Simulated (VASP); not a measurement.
# Fe (P6/mmm) in VASP: further runs

Runs on Fe. Level: LDA. Tasks: relaxation of cell and atoms.

Program: VASP 6.6.1. These are calculated values, not measurements. Logs are shortened: lines on timing, memory, paths and dates and some standing lists are left out, and cuts for length are marked.

**1. The cell of the first run**

It takes space group P6/mmm (No. 191, hexagonal). Conventional cell: a = 2.301 Å, b = 2.301 Å, c = 2.071 Å, α = 90.00°, β = 90.00°, γ = 120.00°. Within 2.7 Å of Fe (site symmetry 6/mmm) lie 8 Fe at 2.07 to 2.30 Å.

This isn't the form of Fe at room conditions, which is bcc.

**2. Relaxation of cell and atoms, LDA, collinear spin, ferromagnetic start, target pressure 31 GPa, at which the enthalpy is minimised**

Contents of INCAR:

```
PREC = Accurate ; ENCUT = 600
EDIFF = 1E-7 ; ISMEAR = -1
SIGMA = 0.05 ; LREAL = False
LASPH = True ; NELM = 150
ALGO = Normal ; ISIF = 3
LWAVE = False ; LCHARG = False
ISPIN = 2 ; MAGMOM = 2.5
LORBIT = 11 ; LMAXMIX = 4
GGA = CA ; IBRION = 2
NSW = 32 ; EDIFFG = -0.005
PSTRESS = 310.0
```

Contents of KPOINTS:

```
regular mesh
0
Gamma
  19 19 18
```

Contents of POSCAR:

```
Fe
1.0
    2.3009475559      0.0000000000      0.0000000000
   -1.1504737779      1.9926790362      0.0000000000
    0.0000000000      0.0000000000      2.0705582190
Fe
1
Direct
    0.0000000000      0.0000000000      0.0000000000
```

Potentials or basis: VASP PAW LDA potentials, release 64 (Fe).

The run is started by

```console
$ cat potpaw_LDA.64/Fe/POTCAR > POTCAR
$ mpirun -np 1 vasp_std > vasp.out
```

OUTCAR:

```text
PREC = Accurate
   ENCUT = 600
   EDIFF = 1E-7
   ISMEAR = -1
   LREAL = False
   LASPH = True
   NELM = 150
   ISIF = 3
   ISPIN = 2
   LORBIT = 11
   GGA = CA
   IBRION = 2
   NSW = 32
   EDIFFG = -0.005
   PSTRESS = 310.0

 ion  position               nearest neighbor table
   1  0.000  0.000  0.000-

  LATTYP: Found a hexagonal cell.
 ALAT       =     2.3009475559
 C/A-ratio  =     0.8998719739

  Lattice vectors:

 A1 = (   2.3009475559,   0.0000000000,   0.0000000000)
 A2 = (  -1.1504737779,   1.9926790362,   0.0000000000)
 A3 = (   0.0000000000,   0.0000000000,   2.0705582190)

Analysis of symmetry for initial positions (statically):
=====================================================================
 Subroutine PRICEL returns:
 Original cell was already a primitive cell.

 Routine SETGRP: Setting up the symmetry group for a
 hexagonal supercell.

 Subroutine GETGRP returns: Found 24 space group operations
 (whereof 24 operations were pure point group operations)
 out of a pool of 24 trial point group operations.

The static configuration has the point symmetry D_6h.

Analysis of symmetry for dynamics (positions and initial velocities):
=====================================================================
 Subroutine PRICEL returns:
 Original cell was already a primitive cell.

 Routine SETGRP: Setting up the symmetry group for a
 hexagonal supercell.

 Subroutine GETGRP returns: Found 24 space group operations
 (whereof 24 operations were pure point group operations)
 out of a pool of 24 trial point group operations.

The dynamic configuration has the point symmetry D_6h.

Analysis of structural, dynamic, and magnetic symmetry:
=====================================================================
 Subroutine PRICEL returns:
 Original cell was already a primitive cell.

 Routine SETGRP: Setting up the symmetry group for a
 hexagonal supercell.

 Subroutine GETGRP returns: Found 24 space group operations
 (whereof 24 operations were pure point group operations)
 out of a pool of 24 trial point group operations.

The overall configuration has the point symmetry D_6h.

 Subroutine INISYM returns: Found 24 space group operations
 (whereof 24 operations are pure point group operations),
 and found     1 'primitive' translations

----------------------------------------------------------------------------------------

                                     Primitive cell

  volume of cell :       9.4936

  direct lattice vectors                    reciprocal lattice vectors
     2.300947556  0.000000000  0.000000000     0.434603560  0.250918483  0.000000000
    -1.150473778  1.992679036  0.000000000     0.000000000  0.501836965  0.000000000
     0.000000000  0.000000000  2.070558219     0.000000000  0.000000000  0.482961547

  length of vectors
     2.300947556  2.300947556  2.070558219     0.501836965  0.501836965  0.482961547

  position of ions in fractional coordinates (direct lattice)
     0.000000000  0.000000000  0.000000000

  ion indices of the primitive-cell ions
   primitive index   ion index
                 1           1

----------------------------------------------------------------------------------------

 KPOINTS: regular mesh

Automatic generation of k-mesh.
 Grid dimensions read from file:
 generate k-points for:   19   19   18

 Generating k-lattice:

  Cartesian coordinates                     Fractional coordinates (reciprocal lattice)
     0.022873872  0.013206236  0.000000000     0.052631579  0.000000000  0.000000000
     0.000000000  0.026412472  0.000000000     0.000000000  0.052631579  0.000000000
     0.000000000  0.000000000  0.026831197     0.000000000  0.000000000  0.055555556

  Length of vectors
     0.026412472  0.026412472  0.026831197

  Shift w.r.t. Gamma in fractional coordinates (k-lattice)
     0.000000000  0.000000000  0.000000000

 Subroutine IBZKPT returns following result:
 ===========================================

 Found    400 irreducible k-points:

 Following reciprocal coordinates:
            Coordinates               Weight
  0.000000  0.000000  0.000000      1.000000
  0.052632  0.000000  0.000000      6.000000
  0.105263  0.000000  0.000000      6.000000
  0.157895  0.000000  0.000000      6.000000
  0.210526 -0.000000  0.000000      6.000000
  0.263158  0.000000  0.000000      6.000000
[... 16 lines left out ...]
  0.263158  0.105263  0.000000     12.000000
  0.315789  0.105263  0.000000     12.000000
 [... further k-points ...]
   k-points           NKPTS =    400   k-points in BZ     NKDIM =    400   number of bands    NBANDS=      9
   number of dos      NEDOS =    301   number of ions     NIONS =      1
   total plane-waves  NPLWV =   5832
   dimension x,y,z NGX =    18 NGY =   18 NGZ =   18
   dimension x,y,z NGXF=    36 NGYF=   36 NGZF=   36
   ions per type =               1
   NGX,Y,Z   is equivalent  to a cutoff of  13.01, 13.01, 14.45 a.u.
   NGXF,Y,Z  is equivalent  to a cutoff of  26.01, 26.01, 28.90 a.u.
 SYSTEM =  unknown system
   PREC   = accura    normal or accurate (medium, high low for compatibility)
   ISTART =      0    job   : 0-new  1-cont  2-samecut
   ICHARG =      2    charge: 1-file 2-atom 10-const
   ISPIN  =      2    spin polarized calculation?
   LNONCOLLINEAR =      F non collinear calculations
   LSORBIT =      F    spin-orbit coupling
   LASPH  =      T    aspherical Exc in radial PAW
   ENCUT  =  600.0 eV  44.10 Ry    6.64 a.u.   4.60  4.60  4.14*2*pi/ulx,y,z
   NELM   =    150;   NELMIN=  2; NELMDL= -5     # of ELM steps
   EDIFF  = 0.1E-06   stopping-criterion for ELM
   LREAL  =      F    real-space projection
   EDIFFG = -.5E-02   stopping-criterion for IOM
   NSW    =     32    number of steps for IOM
   IBRION =      2    ionic relax: 0-MD 1-quasi-New 2-CG
   NFREE  =      1    steps in history (QN), initial steepest desc. (CG)
   ISIF   =      3    stress and relaxation
   ISYM   =      2    0-nonsym 1-usesym 2-fastsym
   POTIM  = 0.5000    time-step for ionic-motion
   TEBEG  =    0.0;   TEEND  =   0.0 temperature during run
   PSTRESS=  310.0 pullay stress
   NELECT =       8.0000    total number of electrons
   NUPDOWN=      -1.0000    fix difference up-down
   EMIN   =  10.00;   EMAX   =-10.00  energy-range for DOS
   EFERMI =   0.00;   METHOD = LEGACY
   ISMEAR =    -1;   SIGMA  =   0.05  broadening in eV -4-tet -1-fermi 0-gaus
   EFERMI_NEDOS =   21; number of points for ismear=-14 and -15
   IALGO  =     38    algorithm
   IMIX   =      4    mixing-type and parameters
     AMIX     =   0.40;   BMIX     =  1.00
     AMIX_MAG =   1.60;   BMIX_MAG =  1.00
  volume/ion in A,a.u.               =       9.49        64.07
  Fermi-wavevector in a.u.,A,eV,Ry     =   1.546302  2.922087 32.532209  2.391050
  Thomas-Fermi vector in A             =   2.651558
   LORBIT       =     11    0 simple, 1 ext, 2 COOP (PROOUT), +10 PAW based schemes
   GGA     = CA    functional components
   LHFCALC =     F    Hartree Fock is set to
   AEXX    =    0.0000 exact exchange contribution
   IVDW    =     0    specifies the selected vdW correction
   LEPSILON=     F    determine dielectric tensor
   LRPA    =     F    only Hartree local field effects (RPA)
 conjugate gradient relaxation of ions
 spin polarized calculation
  energy-cutoff  :      600.00
  volume of cell :        9.49
 maximum number of plane-waves:       338
   NGX =  9   NGY =  9   NGZ =  9

--------------------------------------- Ionic step        1  -------------------------------------------

 number of electron       8.0000006 magnetization       0.3552816

 Free energy of the ion-electron system (eV)
  ---------------------------------------------------
  ext. energy  EPLUGINS =         0.00000000
  ---------------------------------------------------
  free energy    TOTEN  =        -8.58902765 eV

  energy without entropy =       -8.57290082  energy(sigma->0) =       -8.58096423

------------------------ aborting loop because EDIFF is reached ----------------------------------------

  FORCE on cell =-STRESS in cart. coord.  units (eV):
  Direction    XX          YY          ZZ          XY          YZ          ZX
  --------------------------------------------------------------------------------------
  -------------------------------------------------------------------------------------
  Total        1.7739396      1.7739396      1.5546433      0.0000000      0.0000000     -0.0000000
  in kB      299.3766212    299.3766212    262.3673637      0.0000000      0.0000000     -0.0000000
  external PRESSURE =     -22.9597980 kB  Pullay stress =     310.0000000 kB

 VOLUME and BASIS-vectors are now :
 -----------------------------------------------------------------------------
  energy-cutoff  :      600.00
  volume of cell :        9.49
      direct lattice vectors                 reciprocal lattice vectors
     2.300947556  0.000000000  0.000000000     0.434603560  0.250918483  0.000000000
    -1.150473778  1.992679036  0.000000000     0.000000000  0.501836965  0.000000000
     0.000000000  0.000000000  2.070558219     0.000000000  0.000000000  0.482961547
[... 118 lines left out ...]
  FREE ENERGIE OF THE ION-ELECTRON SYSTEM (eV)
  ---------------------------------------------------
  free  energy   TOTEN  =        -8.5802484521 eV

  energy  without entropy=       -8.5642064404  energy(sigma->0) =       -8.57222745

  enthalpy is  TOTEN    =        -6.7531940693 eV   P V=        1.8270543829

--------------------------------------- Ionic step        5  -------------------------------------------

 number of electron       8.0000004 magnetization       0.3024149

 Free energy of the ion-electron system (eV)
  ---------------------------------------------------
  ext. energy  EPLUGINS =         0.00000000
  ---------------------------------------------------
  free energy    TOTEN  =        -8.57917187 eV

  energy without entropy =       -8.56311193  energy(sigma->0) =       -8.57114190

 E-fermi :   7.9919     XC(G=0): -14.4400

 val. band max:        7.9905359830   @ k =   0.4737   0.0526   0.0000
 cond. band min:       7.9956445649   @ k =   0.0526   0.0526   0.2222
 fundamental gap:      0.0051085819
 Fermi energy:         7.9919248834

 spin component 1

 k-point     1 :       0.0000    0.0000    0.0000
  band No.  band energies     occupation
      1      -1.5177      1.00000
      2       2.8896      1.00000
      3       5.9061      1.00000
      4       5.9061      1.00000
      5       9.2099      0.00000
      6       9.2099      0.00000
      7      30.9189      0.00000
      8      33.4207      0.00000
      9      37.5364      0.00000

 k-point     2 :       0.0526    0.0000    0.0000
  band No.  band energies     occupation
      1      -1.3974      1.00000
      2       2.9227      1.00000
      3       5.8329      1.00000
      4       5.9816      1.00000
      5       9.1623      0.00000
      6       9.2011      0.00000
      7      30.6679      0.00000
      8      33.5854      0.00000
      9      36.1349      0.00000
[... 253 lines left out ...]
 k-point    24 :       0.3158    0.1053    0.0000
  band No.  band energies     occupation
      1       2.4574      1.00000
      2       3.5629      1.00000
      3       5.3909      1.00000
      4       7.8985      0.86639
      5       8.8437      0.00000
      6       9.2370      0.00000
      7      19.1504      0.00000
      8      25.0023      0.00000
      9      37.0262      0.00000

 [... further k-points ...]

 spin component 2

 k-point     1 :       0.0000    0.0000    0.0000
  band No.  band energies     occupation
      1      -1.4433      1.00000
      2       3.0793      1.00000
      3       6.1447      1.00000
      4       6.1447      1.00000
      5       9.5705      0.00000
      6       9.5705      0.00000
      7      30.9575      0.00000
      8      33.5209      0.00000
      9      37.6603      0.00000

 k-point     2 :       0.0526    0.0000    0.0000
  band No.  band energies     occupation
      1      -1.3230      1.00000
      2       3.1126      1.00000
      3       6.0699      1.00000
      4       6.2209      1.00000
      5       9.5219      0.00000
      6       9.5616      0.00000
      7      30.7155      0.00000
      8      33.6865      0.00000
      9      36.2524      0.00000
[... 286 lines left out ...]
 POSITION                                       TOTAL-FORCE (eV/Angst)
 -----------------------------------------------------------------------------------
      0.00000      0.00000      0.00000         0.000000     -0.000000      0.000000
 -----------------------------------------------------------------------------------
    total drift:                               -0.000000      0.000000      0.000000

  FREE ENERGIE OF THE ION-ELECTRON SYSTEM (eV)
  ---------------------------------------------------
  free  energy   TOTEN  =        -8.5791718662 eV

  energy  without entropy=       -8.5631119347  energy(sigma->0) =       -8.57114190

  enthalpy is  TOTEN    =        -6.7532193326 eV   P V=        1.8259525337

 reached required accuracy - stopping structural energy minimisation

 total charge

# of ion       s       p       d       tot
------------------------------------------
    1        0.596   0.659   6.614   7.868

 magnetization (x)

# of ion       s       p       d       tot
------------------------------------------
    1        0.003   0.002   0.291   0.295
```

Run time: 5.5 min. Hardware: 1 thread of Intel Xeon 8259CL, shared host; peak memory 0.2 GiB.

Results:

```
Free energy                                                : -8.5792 eV
Relaxed volume                                             : 9.44 Å³/atom
Relaxed cell                                               : a = 2.303 Å, b = 2.303 Å, c = 2.054 Å, α = 90.00°, β = 90.00°, γ = 120.00°
Space group after relaxing (to 0.1 Å)                      : P6/mmm (No. 191)
Energy change on relaxing (the run minimises the enthalpy) : +9.9 meV/atom
Ionic steps                                                : 5
Pressure after relaxing                                    : 31.0 GPa
Net moment                                                 : 0.30 μB per cell
Site moments                                               : Fe +0.29 μB
Valence electrons inside the program's atomic spheres      : Fe 7.87
```

Step by step:
```tsv
step	energy change (eV)	largest force (eV/Å)	pressure (GPa)	volume (Å³)
1	0.0000	0.0000	28.70	9.49
2	0.0372	0.0000	36.65	9.31
3	0.0135	0.0000	31.71	9.42
4	0.0088	0.0000	30.73	9.44
5	0.0099	0.0000	30.96	9.44
```

Final structure:
```
Fe
1.0
     2.30338    0.00000    0.00000
    -1.15169    1.99479    0.00000
     0.00000    0.00000    2.05388
Fe
1
Direct
  0.00000 0.00000 0.00000
```

Levels at points of the mesh, in eV from the Fermi level:
Spin up:
| k point | band 1 | band 2 | band 3 | band 4 | band 5 | band 6 | band 7 | band 8 | band 9 |
| --- | --- | --- | --- | --- | --- | --- | --- | --- | --- |
| (0.00, 0.00, 0.00) | -9.51 | -5.10 | -2.09 | -2.09 | 1.22 | 1.22 | 22.93 | 25.43 | 29.54 |
| (0.00, 0.00, 0.50) | -4.38 | -1.35 | -1.35 | -1.33 | -1.33 | -1.06 | 8.31 | 29.66 | 31.68 |
Spin down:
| k point | band 2 | band 3 | band 4 | band 5 | band 6 | band 7 |
| --- | --- | --- | --- | --- | --- | --- |
| (0.00, 0.00, 0.00) | -4.91 | -1.85 | -1.85 | 1.58 | 1.58 | 22.97 |
| (0.00, 0.00, 0.50) | -1.10 | -1.10 | -1.01 | -1.01 | -0.98 | 8.50 |

Caveat: the cell is relaxed towards a set pressure, so the run minimises the enthalpy, not the energy.

(Continued in part 2 of 2.)
